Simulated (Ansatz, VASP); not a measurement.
**Ge4Pd: VASP beside Ansatz**

```
Ge Pd
1.0
     4.61419    0.00000    0.00000
    -2.30710    3.99601    0.00000
     0.00000    0.00000    5.43866
Ge Pd
4 1
Direct
  0.33333 0.66667 0.50000
  0.66667 0.33333 0.50000
  0.33333 0.66667 0.00000
  0.66667 0.33333 0.00000
  0.00000 0.00000 0.50000
```

Alike in both runs: functional PBE; k mesh 12 × 12 × 8; occupations gaussian, width 0.1 eV; no spin polarisation.

Ansatz relaxed the structure, and its values are those at the end. VASP's run is a single point on that final structure, the one shown.

|  | VASP | Ansatz |
| --- | --- | --- |
| version | VASP 6.6.1 | Ansatz 0.2.0 |
| potentials or method | VASP PAW PBE potentials, release 64 (Ge_d, Pd), cutoff 520 eV | scalar-relativistic, plane waves, PAW |
| valence electrons in the cell | 66 | 74 |

```csv
,VASP,Ansatz,Ansatz less VASP
gap on the k mesh at the Fermi level (eV),none,none,-
pressure (GPa),0.0,0.0,-0.05
```

A gap of «none» marks a metal or a gap that the smearing closes. The functional is the same, so the differences come from potentials, cutoffs and numerics. VASP's potentials hold 66 valence electrons a cell and Ansatz's 74, so a difference there can come from the potentials and not from the codes.
